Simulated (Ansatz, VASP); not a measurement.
**Two plane-wave programs on C**

```
C
1.0
     0.00000    1.78340    1.76557
     1.78340    0.00000    1.76557
     1.78340    1.78340    0.00000
C
2
Direct
  0.50000 0.50000 0.50000
  0.75000 0.75000 0.75000
```

Change from the starting cell: zz strain of -1 %, PAW files.

Alike in both runs: task electric field gradients; functional LDA; k mesh 20 × 20 × 20; occupations fermi-dirac, width 0.08 eV; no spin polarisation.

```csv
,VASP,Ansatz
version,VASP 6.6.1,Ansatz 0.2.0
potentials or method,"VASP PAW LDA potentials, release 64 (C)","PAW with Ansatz's default frozen-core files, scalar-relativistic"
plane-wave cutoff (eV),520,420
valence electrons in the cell,8,8
```

```tsv
	VASP	Ansatz	Ansatz less VASP
gap on the k mesh at the Fermi level (eV)	3.87	3.87	+0.005
pressure (GPa)	-7.3	-8.8	-1.52
traceless stress, the component that is largest in VASP (GPa)	6.20	6.21	+0.011
size of Vzz on the site where it differs most (V/Å²)	0.4	0.5	+0.11
```

LDA's correlation is that of Perdew and Zunger in VASP and of Perdew and Wang (1992) in Ansatz.
